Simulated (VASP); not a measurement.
AlP:

```
Al P
1.0
     0.00000    2.73150    2.73150
     2.73150    0.00000    2.73150
     2.73150    2.73150    0.00000
Al P
1 1
Direct
  0.00000 0.00000 0.00000
  0.25000 0.25000 0.25000
```

Base run:

```yaml
Program: VASP 6.6.1
Functional: PBE
Potentials_or_basis: VASP PAW PBE potentials, release 64 (Al, P)
Cutoff: 500 eV
k_mesh: 8 × 8 × 8
Occupations: gaussian, width 0.01 eV
Spin: no spin polarisation
```

Its results: band gap on the k mesh 1.58 eV, indirect (least direct gap 3.29 eV); pressure 2.0 GPa.

**Question.** The run is repeated on the same cell with these changes: k mesh from 8 × 8 × 8 to 3 × 3 × 3. What comes out?

**Answer.** Band gap on the k mesh 2.15 eV, indirect (least direct gap 3.28 eV); pressure 3.4 GPa.

Caveats: some runs use coarse meshes.

A k mesh can miss the band edges.
